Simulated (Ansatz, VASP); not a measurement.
# KF in VASP and in Ansatz

The input INCAR:

```
  PREC = Accurate
  ENCUT = 520
  EDIFF = 1E-6
  ISMEAR = 0
  SIGMA = 0.05
  LREAL = F
  LASPH = T
  NELM = 60
  ALGO = Normal
  ISIF = 2
  LWAVE = F
  LCHARG = F
  NBANDS = 15
```

The input KPOINTS:

```
regular mesh
0
Gamma
  8 8 8
```

Contents of POSCAR:

```
KF
1.0
    0.0543025870      2.5528878800      2.5528878800
    2.5528878800      0.0543025870      2.5528878800
    2.5528878800      2.5528878800      0.0543025870
K F
1 1
Direct
    0.0000000000      0.0000000000      0.0000000000
    0.5000000000      0.5000000000      0.5000000000
```

Input for Ansatz:

```yaml
crystal:
  lattice:
    - [0.054302587, 2.55288788, 2.55288788]
    - [2.55288788, 0.054302587, 2.55288788]
    - [2.55288788, 2.55288788, 0.054302587]
  atoms:
    - { symbol: K, position: [0.0, 0.0, 0.0] }
    - { symbol: F, position: [0.5, 0.5, 0.5] }
basis:
  ecutwfc: 520.0
kpoints:
  mp_grid: { grid: [8, 8, 8] }
hamiltonian:
  xc: lda
scf:
  occupations: { method: gaussian, width: 0.05 }
output:
  forces: true
  stress: true
  eigenvalues: true
```

Alike in both runs: task single point; functional LDA; k mesh 8 × 8 × 8; occupations gaussian, width 0.05 eV; no spin polarisation.

|  | VASP | Ansatz |
| --- | --- | --- |
| version | VASP 6.6.1 | Ansatz 0.2.0 |
| potentials or method | VASP PAW LDA potentials, release 64 (K_sv, F), cutoff 520 eV | scalar-relativistic, plane waves, PAW |
| valence electrons in the cell | 16 | 16 |

|  | VASP | Ansatz | Ansatz less VASP |
| --- | --- | --- | --- |
| gap on the k mesh at the Fermi level (eV) | 6.72 | 6.74 | +0.020 |
| least direct gap on the mesh (eV) | 6.73 | 6.75 | +0.021 |
| pressure (GPa) | 3.7 | 3.3 | -0.37 |
| traceless stress, the component that is largest in VASP (GPa) | -0.26 | -0.27 | -0.010 |

LDA's correlation is that of Perdew and Zunger in VASP and of Perdew and Wang (1992) in Ansatz.
